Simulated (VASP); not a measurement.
# Ti in VASP: notebook, part 2 of 2

VASP 6.6.1.

### Step 4. Single point, PBE (equal xx and yy strain of -2 %)

INCAR reads:

```
SYSTEM = Ti
PREC = Accurate
ENCUT = 520
EDIFF = 1E-6
ISMEAR = -1
SIGMA = 0.08
LREAL = .FALSE.
LASPH = .TRUE.
NELM = 100
ALGO = Normal
ISIF = 2
LWAVE = .FALSE.
LCHARG = .TRUE.
GGA = PE
LELF = .TRUE.
LVHAR = .TRUE.
NBANDS = 19
```

KPOINTS reads:

```
regular mesh
0
G
  13 13 7
  0 0 0
```

POSCAR reads:

```
Ti
1.0
    2.8909979032      0.0000000000      0.0000000000
   -1.4454989516      2.5036776264      0.0000000000
    0.0000000000      0.0000000000      4.6860000000
Ti
2
Direct
    0.3333333333      0.6666666667      0.2500000000
    0.6666666667      0.3333333333      0.7500000000
```

Command:

```
$ cat potpaw_PBE.64/Ti_sv/POTCAR > POTCAR
$ mpirun -np 1 vasp_std > vasp.out
```

Run time: 69 s. Hardware: 1 thread of Intel Xeon Platinum 8259CL at 2.50GHz (Skylake/Cascade Lake), shared host; peak memory 0.18 GiB.

Results (log left out):

| Property | Result |
| --- | --- |
| Free energy | -15.6831 eV |
| Pressure | 2.7 GPa |
| Band gap on the k mesh | zero (band 12 reaches 9.35 eV, above the bottom of band 13 at 8.28 eV) |

Stress tensor (GPa, compression positive):
```
3.58 0.00 0.00
0.00 3.58 0.00
0.00 0.00 0.98
```

Levels at points of the mesh, in eV from the Fermi level:
```
           k point  band 9  band 10  band 11  band 12  band 13  band 14  band 15  band 16
(0.00, 0.00, 0.00)   -6.25    -2.75     0.64     0.78     0.83     0.83     1.31     1.31
```

Caveat: the cell differs from its parent crystal (equal xx and yy strain of -2 %).

### Step 5. Single point, PBE (equal xx and yy strain of +1 %)

INCAR reads:

```
SYSTEM = Ti
PREC = Accurate
ENCUT = 520
EDIFF = 1E-7
ISMEAR = -1
SIGMA = 0.08
LREAL = .FALSE.
LASPH = .TRUE.
NELM = 100
ALGO = Normal
ISIF = 2
LWAVE = .FALSE.
LCHARG = .FALSE.
GGA = PE
NBANDS = 19
```

KPOINTS is that of step 4.

POSCAR reads:

```
Ti
1.0
    2.9794978390      0.0000000000      0.0000000000
   -1.4897489195      2.5803208191      0.0000000000
    0.0000000000      0.0000000000      4.6860000000
Ti
2
Direct
    0.3333333333      0.6666666667      0.2500000000
    0.6666666667      0.3333333333      0.7500000000
```

Potentials or basis: VASP PAW PBE potentials, release 64 (Ti_sv).

Command:

```
$ cat potpaw_PBE.64/Ti_sv/POTCAR > POTCAR
$ mpirun -np 1 vasp_std > vasp.out
```

OUTCAR:

```text
SYSTEM = Ti
   PREC = Accurate
   ENCUT = 520
   EDIFF = 1E-7
   ISMEAR = -1
   LREAL = .FALSE.
   LASPH = .TRUE.
   NELM = 100
   ISIF = 2
   GGA = PE

 ion  position               nearest neighbor table
   1  0.333  0.667  0.250-   2 2.91   2 2.91   2 2.91   2 2.91   2 2.91   2 2.91
   2  0.667  0.333  0.750-   1 2.91   1 2.91   1 2.91   1 2.91   1 2.91   1 2.91

  LATTYP: Found a hexagonal cell.
 ALAT       =     2.9794978390
 C/A-ratio  =     1.5727482459

  Lattice vectors:

 A1 = (   2.9794978390,   0.0000000000,   0.0000000000)
 A2 = (  -1.4897489195,   2.5803208191,   0.0000000000)
 A3 = (   0.0000000000,   0.0000000000,   4.6860000000)

Analysis of symmetry for initial positions (statically):
=====================================================================
 Subroutine PRICEL returns:
 Original cell was already a primitive cell.

 Routine SETGRP: Setting up the symmetry group for a
 hexagonal supercell.

 Subroutine GETGRP returns: Found 24 space group operations
[... 155 lines left out ...]
   NGX = 11   NGY = 11   NGZ = 17

 number of electron      24.0000007 magnetization

 Free energy of the ion-electron system (eV)
  ---------------------------------------------------
  ext. energy  EPLUGINS =         0.00000000
  ---------------------------------------------------
  free energy    TOTEN  =       -15.67854291 eV

  energy without entropy =      -15.62895227  energy(sigma->0) =      -15.65374759

 E-fermi :   7.9472     XC(G=0): -11.3264

 val. band max:        7.9468032599   @ k =   0.2308   0.2308   0.4286
 cond. band min:       7.9718974970   @ k =   0.0769   0.0769   0.0000
 fundamental gap:      0.0250942372
 Fermi energy:         7.9471526839

 k-point     1 :       0.0000    0.0000    0.0000
  band No.  band energies     occupation
      1     -48.9650      2.00000
      2     -48.8441      2.00000
      3     -25.5158      2.00000
      4     -24.9449      2.00000
      5     -24.9449      2.00000
      6     -24.8780      2.00000
[... 505 lines left out ...]
      6     -24.9683      2.00000
[... 11 lines left out ...]
     18       9.6779      0.00000
     19      11.1005      0.00000

 [... further k-points ...]
[... 5 lines left out ...]
  --------------------------------------------------------------------------------------
  -------------------------------------------------------------------------------------
  Total       -0.9014492     -0.9014492     -0.7642311      0.0000000      0.0000000      0.0000000
  in kB      -40.0896979    -40.0896979    -33.9872634      0.0000000      0.0000000      0.0000000
  external PRESSURE =     -38.0555531 kB  Pullay stress =       0.0000000 kB

 VOLUME and BASIS-vectors are now :
 -----------------------------------------------------------------------------
  energy-cutoff  :      520.00
  volume of cell :       36.03
      direct lattice vectors                 reciprocal lattice vectors
     2.979497839  0.000000000  0.000000000     0.335627026  0.193774354  0.000000000
    -1.489748919  2.580320819  0.000000000     0.000000000  0.387548708  0.000000000
     0.000000000  0.000000000  4.686000000     0.000000000  0.000000000  0.213401622

 POSITION                                       TOTAL-FORCE (eV/Angst)
 -----------------------------------------------------------------------------------
     -0.00000      1.72021      1.17150         0.000000     -0.000000      0.000000
      1.48975      0.86011      3.51450        -0.000000      0.000000      0.000000
 -----------------------------------------------------------------------------------
    total drift:                               -0.000000      0.000000     -0.000000

  FREE ENERGIE OF THE ION-ELECTRON SYSTEM (eV)
  ---------------------------------------------------
  free  energy   TOTEN  =       -15.6785429146 eV

  energy  without entropy=      -15.6289522657  energy(sigma->0) =      -15.65374759
```

OSZICAR:

```text
N       E                     dE             d eps       ncg     rms          rms(c)
DAV:   1     0.262127161795E+03    0.26213E+03   -0.13067E+04  3192   0.156E+03
DAV:   2     0.121638176043E+02   -0.24996E+03   -0.24608E+03  3285   0.440E+02
DAV:   3    -0.164811046068E+02   -0.28645E+02   -0.28357E+02  5933   0.123E+02
DAV:   4    -0.178125472997E+02   -0.13314E+01   -0.13283E+01  3776   0.267E+01
DAV:   5    -0.178749847018E+02   -0.62437E-01   -0.62429E-01  4683   0.420E+00    0.115E+01
DAV:   6    -0.156766578472E+02    0.21983E+01   -0.82206E+00  3737   0.282E+01    0.278E+00
DAV:   7    -0.156628811098E+02    0.13777E-01   -0.69163E-01  4788   0.587E+00    0.203E+00
DAV:   8    -0.156858966735E+02   -0.23016E-01   -0.19213E-01  3564   0.504E+00    0.663E-01
DAV:   9    -0.156781723667E+02    0.77243E-02   -0.44573E-02  3671   0.208E+00    0.660E-02
DAV:  10    -0.156785027511E+02   -0.33038E-03   -0.27716E-03  4650   0.315E-01    0.786E-02
DAV:  11    -0.156785514265E+02   -0.48675E-04   -0.12667E-04  3738   0.740E-02    0.352E-02
DAV:  12    -0.156785414538E+02    0.99727E-05   -0.28920E-05  3720   0.446E-02    0.704E-03
DAV:  13    -0.156785419858E+02   -0.53195E-06   -0.16784E-06  3810   0.117E-02    0.748E-04
DAV:  14    -0.156785426491E+02   -0.66333E-06   -0.13284E-07  2470   0.218E-03    0.530E-04
DAV:  15    -0.156785429350E+02   -0.28594E-06   -0.35084E-08  1764   0.153E-03    0.139E-04
DAV:  16    -0.156785429146E+02    0.20487E-07   -0.12486E-08  1743   0.882E-04
   1 F= -.15678543E+02 E0= -.15653748E+02  d E =-.495906E-01
```

Run time: 82 s. Hardware: 1 thread of Intel Xeon Platinum 8259CL at 2.50GHz (Skylake/Cascade Lake), shared host; peak memory 0.18 GiB.

What came out:

- Free energy: -15.6785 eV
- Pressure: -3.8 GPa
- Band gap on the k mesh: zero (band 12 reaches 8.70 eV, above the bottom of band 13 at 7.64 eV)

Stress tensor (GPa, compression positive):
```
-4.01  0.00  0.00
 0.00 -4.01  0.00
 0.00  0.00 -3.40
```

Levels at points of the mesh, in eV from the Fermi level:
| k point | band 9 | band 10 | band 11 | band 12 | band 13 | band 14 | band 15 | band 16 |
| --- | --- | --- | --- | --- | --- | --- | --- | --- |
| (0.00, 0.00, 0.00) | -6.11 | -2.59 | 0.75 | 0.75 | 0.75 | 0.91 | 1.24 | 1.24 |

Caveat: the cell differs from its parent crystal (equal xx and yy strain of +1 %).

### Step 6. Single point, PBE (equal xx and yy strain of +3 %)

INCAR reads:

```
SYSTEM = Ti
ALGO = Normal ; EDIFF = 1E-6
ENCUT = 520 ; GGA = PE
ISIF = 2 ; ISMEAR = -1
LASPH = .TRUE. ; LCHARG = .FALSE.
LREAL = .FALSE. ; LWAVE = .FALSE.
NBANDS = 19 ; NELM = 60
PREC = Accurate ; SIGMA = 0.08
```

KPOINTS reads:

```
k-points
0
G
  13 13 7
  0 0 0
```

POSCAR reads:

```
Ti
1.0
    3.0384977962      0.0000000000      0.0000000000
   -1.5192488981      2.6314162808      0.0000000000
    0.0000000000      0.0000000000      4.6860000000
Ti
2
Direct
    0.3333333333      0.6666666667      0.2500000000
    0.6666666667      0.3333333333      0.7500000000
```

Potentials or basis: VASP PAW PBE potentials, release 64 (Ti_sv).

Command:

```
$ cat potpaw_PBE.64/Ti_sv/POTCAR > POTCAR
$ mpirun -np 1 vasp_std > vasp.out
```

Run time: 70 s. Hardware: 1 thread of Intel Xeon Platinum 8259CL at 2.50GHz (Skylake/Cascade Lake), shared host; peak memory 0.18 GiB.

The run converged. Its results:

```
Free energy            : -15.6242 eV
Pressure               : -7.3 GPa
Band gap on the k mesh : zero (band 12 reaches 8.26 eV, above the bottom of band 13 at 7.26 eV)
```

Stress tensor (GPa, compression positive):
```
-8.04  0.00  0.00
 0.00 -8.04  0.00
 0.00  0.00 -5.69
```

Levels at points of the mesh, in eV from the Fermi level:
| k point | band 9 | band 10 | band 11 | band 12 | band 13 | band 14 | band 15 | band 16 |
| --- | --- | --- | --- | --- | --- | --- | --- | --- |
| (0.00, 0.00, 0.00) | -6.01 | -2.48 | 0.71 | 0.71 | 0.83 | 0.98 | 1.19 | 1.19 |

Caveat: the cell differs from its parent crystal (equal xx and yy strain of +3 %).

### Step 7. The runs side by side

| cell | gap on the mesh (eV) | pressure (GPa) | largest force (eV/Å) |
| --- | --- | --- | --- |
| a = 2.950, b = 2.963, c = 4.686 Å, angles 90.2, 90.6, 120.4°, 2 atoms | none | -1.8 | 0.03 |
| a = 2.950, b = 2.925, c = 4.686 Å, angles 89.6, 88.8, 119.1°, 2 atoms | none | -1.8 | 0.05 |
| a = 2.891, b = 2.891, c = 4.686 Å, angles 90.0, 90.0, 120.0°, 2 atoms | none | 2.7 | - |
| a = 2.979, b = 2.979, c = 4.686 Å, angles 90.0, 90.0, 120.0°, 2 atoms | none | -3.8 | - |
| a = 3.038, b = 3.038, c = 4.686 Å, angles 90.0, 90.0, 120.0°, 2 atoms | none | -7.3 | - |

Alike in all rows: task single point; level PBE; potentials or basis VASP PAW PBE potentials, release 64 (Ti_sv); no spin polarisation; k mesh 13 × 13 × 7; cutoff (eV) 520; smearing fermi-dirac 0.08 eV.

Total energies depend on the potentials used, so only differences within one code and one set of settings carry meaning.
